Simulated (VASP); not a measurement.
A run of VASP 6.6.1 is set up as follows.

File INCAR:

```
SYSTEM = Pb
  ALGO = Normal
  EDIFF = 1E-6
  ENCUT = 520
  GGA = PS
  ISIF = 2
  ISMEAR = -1
  LASPH = .TRUE.
  LCHARG = .TRUE.
  LELF = .TRUE.
  LREAL = .FALSE.
  LVHAR = .TRUE.
  LWAVE = .FALSE.
  NBANDS = 21
  NELM = 80
  PREC = Accurate
  SIGMA = 0.05
```

KPOINTS

```
k-points
0
G
  9 9 5
  0 0 0
```

File POSCAR:

```
Pb
1.0
    2.9169430806     -1.7000882528     -0.5198519520
    2.9169430806      1.7000882528     -0.5198519520
   -3.0735462733      0.0000000000      6.1146954080
Pb
2
Direct
    0.9999988088      0.9999988088      0.7500005345
    0.0000011912      0.0000011912      0.2499994655
```

Potentials or basis: VASP PAW PBE potentials, release 64 (Pb_d).

The run is started by

```console
$ cat potpaw_PBE.64/Pb_d/POTCAR > POTCAR
$ mpirun -np 1 vasp_std > vasp.out
```

Predict the band gap on the k mesh.

zero (bands 14 and 15 overlap by 7.68 eV).

Predict the pressure.

4.9 GPa.

Caveat: the cell stands under pressure; the PAW data sets were made with another functional, which shifts forces and pressure a little; spin-orbit coupling is left out, which moves the levels of the heavy elements.
